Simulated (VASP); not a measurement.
# ZnCd3O (Pm-3m) in VASP: a series of runs

The runs below take ZnCd3O through single point, relaxation of cell and atoms, with PBE.

All numbers are computed with VASP 6.6.1; they aren't measurements. Logs are shortened: lines on timing, memory, paths and dates and some standing lists are left out, and cuts for length are marked.

### 1 The cell of the first run

It takes space group Pm-3m (No. 221, cubic). Conventional cell: a = 5.017 Å, b = 5.017 Å, c = 5.017 Å, α = 90.00°, β = 90.00°, γ = 90.00°. Within 3.3 Å of Zn (site symmetry m-3m) lie 6 Cd at 2.51 Å. Cd (site symmetry 4/mmm) has 2 Zn at 2.51 Å within 3.3 Å. Within 4.7 Å of O (site symmetry m-3m) lie 12 Cd at 3.55 Å and 8 Zn at 4.34 Å.

### 2 Single point, PBE, collinear spin, ferromagnetic start

Contents of INCAR:

```
SYSTEM = ZnCd3O
ALGO     = Normal         ! electronic algorithm
EDIFF    = 1E-6           ! SCF threshold, eV
ENCUT    = 520            ! plane-wave cutoff, eV
GGA      = PE             ! functional
ISIF     = 2              ! what is computed and relaxed
ISMEAR   = 0              ! smearing method
ISPIN    = 2              ! spin polarisation
LASPH    = .TRUE.         ! aspherical terms in the spheres
LCHARG   = .FALSE.        ! write CHGCAR
LORBIT   = 11             ! projections on sites
LREAL    = .FALSE.        ! projectors in reciprocal space
LWAVE    = .FALSE.        ! write WAVECAR
MAGMOM   = 0 0 0 0 1      ! initial moments
NBANDS   = 39             ! bands
NELM     = 150            ! most SCF steps
PREC     = Accurate       ! precision mode
SIGMA    = 0.1            ! smearing width, eV
```

Contents of KPOINTS:

```
k-points
0
G
  4 4 4
  0 0 0
```

Contents of POSCAR:

```
ZnCd3O
1.0
    5.0167325562      0.0000000000      0.0000000000
    0.0000000000      5.0167325562      0.0000000000
    0.0000000000      0.0000000000      5.0167325562
Zn Cd O
1 3 1
Direct
    0.5000000000      0.5000000000      0.5000000000
    0.0000000000      0.5000000000      0.5000000000
    0.5000000000      0.0000000000      0.5000000000
    0.5000000000      0.5000000000      0.0000000000
    0.0000000000      0.0000000000      0.0000000000
```

Potentials or basis: VASP PAW PBE potentials, release 64 (Zn, Cd, O).

On the command line:

```console
$ cat potpaw_PBE.64/Zn/POTCAR potpaw_PBE.64/Cd/POTCAR potpaw_PBE.64/O/POTCAR > POTCAR
$ mpirun -np 1 vasp_std > vasp.out
```

OUTCAR:

```text
SYSTEM = ZnCd3O
   EDIFF = 1E-6
   ENCUT = 520
   GGA = PE
   ISIF = 2
   ISMEAR = 0
   ISPIN = 2
   LASPH = .TRUE.
   LORBIT = 11
   LREAL = .FALSE.
   NELM = 150
   PREC = Accurate

 ion  position               nearest neighbor table
   1  0.500  0.500  0.500-   2 2.51   3 2.51   4 2.51   4 2.51   3 2.51   2 2.51
   2  0.000  0.500  0.500-   1 2.51   1 2.51   4 3.55   4 3.55   3 3.55   3 3.55   3 3.55   4 3.55
                             4 3.55   3 3.55
   3  0.500  0.000  0.500-   1 2.51   1 2.51   4 3.55   4 3.55   2 3.55   2 3.55   4 3.55   4 3.55
                             2 3.55   2 3.55
   4  0.500  0.500  0.000-   1 2.51   1 2.51   3 3.55   2 3.55   2 3.55   3 3.55   3 3.55   3 3.55
                             2 3.55   2 3.55
   5  0.000  0.000  0.000-

  LATTYP: Found a simple cubic cell.
 ALAT       =     5.0167325562

  Lattice vectors:

 A1 = (   5.0167325562,   0.0000000000,   0.0000000000)
 A2 = (   0.0000000000,   5.0167325562,   0.0000000000)
 A3 = (   0.0000000000,   0.0000000000,   5.0167325562)

Analysis of symmetry for initial positions (statically):
=====================================================================
 Subroutine PRICEL returns:
 Original cell was already a primitive cell.

 Routine SETGRP: Setting up the symmetry group for a
 simple cubic supercell.

 Subroutine GETGRP returns: Found 48 space group operations
 (whereof 48 operations were pure point group operations)
 out of a pool of 48 trial point group operations.

The static configuration has the point symmetry O_h .

Analysis of symmetry for dynamics (positions and initial velocities):
=====================================================================
 Subroutine PRICEL returns:
 Original cell was already a primitive cell.

 Routine SETGRP: Setting up the symmetry group for a
 simple cubic supercell.

 Subroutine GETGRP returns: Found 48 space group operations
 (whereof 48 operations were pure point group operations)
 out of a pool of 48 trial point group operations.

The dynamic configuration has the point symmetry O_h .

Analysis of structural, dynamic, and magnetic symmetry:
=====================================================================
 Subroutine PRICEL returns:
 Original cell was already a primitive cell.

 Routine SETGRP: Setting up the symmetry group for a
 simple cubic supercell.

 Subroutine GETGRP returns: Found 48 space group operations
 (whereof 48 operations were pure point group operations)
[... 123 lines left out ...]
   LRPA    =     F    only Hartree local field effects (RPA)
 spin polarized calculation
 Gauss-broadening in eV      SIGMA  =   0.10
  energy-cutoff  :      520.00
  volume of cell :      126.26
 maximum number of plane-waves:      3448
 NGX is ok and might be reduce to    40
   NGX = 19   NGY = 19   NGZ = 19

 number of electron      54.0000047 magnetization       0.0088068

 number of electron      54.0000047 magnetization      -0.0001783

 Free energy of the ion-electron system (eV)
  ---------------------------------------------------
  ext. energy  EPLUGINS =         0.00000000
  ---------------------------------------------------
  free energy    TOTEN  =        -5.63728075 eV

  energy without entropy =       -5.60564204  energy(sigma->0) =       -5.62146139

 E-fermi :   0.0494     XC(G=0):  -9.0944

 val. band max:        0.0258591627   @ k =   0.5000   0.5000   0.0000
 cond. band min:       0.0862383507   @ k =   0.5000   0.2500   0.2500
 fundamental gap:      0.0603791880
 Fermi energy:         0.0493700063

 spin component 1

 k-point     1 :       0.0000    0.0000    0.0000
  band No.  band energies     occupation
      1     -14.8179      1.00000
      2      -9.7983      1.00000
      3      -9.3639      1.00000
      4      -9.3639      1.00000
      5      -9.1216      1.00000
      6      -9.1216      1.00000
[... 409 lines left out ...]
     38      10.4777      0.00000
     39      10.4777      0.00000
 Fermi energy:         0.0493700063

 spin component 2

 k-point     1 :       0.0000    0.0000    0.0000
  band No.  band energies     occupation
      1     -14.8181      1.00000
      2      -9.7983      1.00000
      3      -9.3639      1.00000
      4      -9.3639      1.00000
      5      -9.1216      1.00000
      6      -9.1216      1.00000
[... 409 lines left out ...]
     38      10.4777      0.00000
     39      10.4777      0.00000

------------------------ aborting loop because EDIFF is reached ----------------------------------------

  FORCE on cell =-STRESS in cart. coord.  units (eV):
  Direction    XX          YY          ZZ          XY          YZ          ZX
  --------------------------------------------------------------------------------------
  -------------------------------------------------------------------------------------
  Total       -0.0346434     -0.0346434     -0.0346434      0.0000000      0.0000000     -0.0000000
  in kB       -0.4396103     -0.4396103     -0.4396103      0.0000000      0.0000000     -0.0000000
  external PRESSURE =      -0.4396103 kB  Pullay stress =       0.0000000 kB

 VOLUME and BASIS-vectors are now :
 -----------------------------------------------------------------------------
  energy-cutoff  :      520.00
  volume of cell :      126.26
      direct lattice vectors                 reciprocal lattice vectors
     5.016732556  0.000000000  0.000000000     0.199332930  0.000000000  0.000000000
     0.000000000  5.016732556  0.000000000     0.000000000  0.199332930  0.000000000
     0.000000000  0.000000000  5.016732556     0.000000000  0.000000000  0.199332930

 POSITION                                       TOTAL-FORCE (eV/Angst)
 -----------------------------------------------------------------------------------
      2.50837      2.50837      2.50837         0.000000      0.000000      0.000000
      0.00000      2.50837      2.50837         0.000000      0.000000      0.000000
      2.50837      0.00000      2.50837         0.000000      0.000000      0.000000
      2.50837      2.50837      0.00000         0.000000      0.000000      0.000000
      0.00000      0.00000      0.00000         0.000000      0.000000      0.000000
 -----------------------------------------------------------------------------------
    total drift:                               -0.000000      0.000000     -0.000000

  FREE ENERGIE OF THE ION-ELECTRON SYSTEM (eV)
  ---------------------------------------------------
  free  energy   TOTEN  =        -5.6372807472 eV

  energy  without entropy=       -5.6056420374  energy(sigma->0) =       -5.62146139

 total charge

# of ion       s       p       d       tot
------------------------------------------
    1        0.694   0.571   9.698  10.963
    2        0.577   0.183   9.519  10.279
    3        0.577   0.183   9.519  10.279
    4        0.577   0.183   9.519  10.279
    5        1.595   3.108   0.000   4.703
--------------------------------------------------
tot          4.020   4.227  38.254  46.502

 magnetization (x)

# of ion       s       p       d       tot
------------------------------------------
    1       -0.000  -0.000   0.000  -0.000
    2       -0.000   0.000  -0.000  -0.000
    3       -0.000   0.000  -0.000  -0.000
    4       -0.000   0.000  -0.000  -0.000
    5       -0.000  -0.000   0.000  -0.000
--------------------------------------------------
tot         -0.000  -0.000   0.000  -0.000
```

OSZICAR:

```text
N       E                     dE             d eps       ncg     rms          rms(c)
DAV:   1     0.435608288106E+03    0.43561E+03   -0.25844E+04  1560   0.144E+03
DAV:   2     0.227046887911E+02   -0.41290E+03   -0.39058E+03  1581   0.373E+02
DAV:   3    -0.101739674656E+02   -0.32879E+02   -0.32156E+02  1784   0.105E+02
[... 14 lines left out ...]
DAV:  18    -0.563737472852E+01   -0.82804E-04   -0.37676E-04  1695   0.639E-02    0.143E-01
DAV:  19    -0.563729651696E+01    0.78212E-04   -0.27171E-04  1647   0.314E-02    0.531E-02
DAV:  20    -0.563730141962E+01   -0.49027E-05   -0.30178E-05  1554   0.277E-02    0.514E-02
DAV:  21    -0.563728034535E+01    0.21074E-04   -0.44284E-05  1394   0.164E-02    0.990E-03
DAV:  22    -0.563728074721E+01   -0.40185E-06   -0.30738E-06  1251   0.679E-03
   1 F= -.56372807E+01 E0= -.56214614E+01  d E =-.316387E-01  mag=    -0.0004
```

stdout:

```text
POSCAR found type information on POSCAR ZnCdO
 POSCAR found :  3 types and       5 ions
 scaLAPACK will be used
 LDA part: xc-table for (Slater+PW92), standard interpolation
 POSCAR, INCAR and KPOINTS ok, starting setup
 FFT: planning ... GRIDC
 FFT: planning ... GRID_SOFT
 FFT: planning ... GRID
 WAVECAR not read
 entering main loop
```

Run time: 2.7 min. Hardware: 1 thread of AMD EPYC 7R43 (Zen 3), shared host; peak memory 0.29 GiB.

Results:

* Free energy: -5.6373 eV
* Pressure: 0.0 GPa
* Band gap on the k mesh: zero (filled and empty bands overlap)
* Net moment: 0.00 μB per cell
* Valence electrons inside the program's atomic spheres: Zn 10.96; Cd 10.28; O 4.70

Levels at points of the mesh, in eV from the Fermi level:
Spin up:
| k point | band 24 | band 25 | band 26 | band 27 | band 28 | band 29 | band 30 | band 31 |
| --- | --- | --- | --- | --- | --- | --- | --- | --- |
| (0.00, 0.00, 0.00) | -1.17 | -1.17 | 0.28 | 0.28 | 0.28 | 0.56 | 0.56 | 3.44 |
| (0.50, 0.00, 0.00) | -0.43 | -0.43 | -0.39 | 0.11 | 0.11 | 0.90 | 2.99 | 4.31 |
| (0.50, 0.50, 0.00) | -3.32 | -0.32 | -0.02 | -0.02 | 0.97 | 0.99 | 1.91 | 4.33 |
| (0.50, 0.50, 0.50) | -2.44 | -2.44 | -1.07 | -1.07 | -1.07 | 2.29 | 2.29 | 2.29 |
Spin down:
```tsv
k point	band 24	band 25	band 26	band 27	band 28	band 29	band 30	band 31
(0.00, 0.00, 0.00)	-1.17	-1.17	0.28	0.28	0.28	0.56	0.56	3.44
(0.50, 0.00, 0.00)	-0.43	-0.43	-0.39	0.11	0.11	0.90	2.99	4.31
(0.50, 0.50, 0.00)	-3.32	-0.32	-0.02	-0.02	0.97	0.99	1.91	4.33
(0.50, 0.50, 0.50)	-2.44	-2.44	-1.07	-1.07	-1.07	2.29	2.29	2.29
```

(Continued in part 2 of 2.)
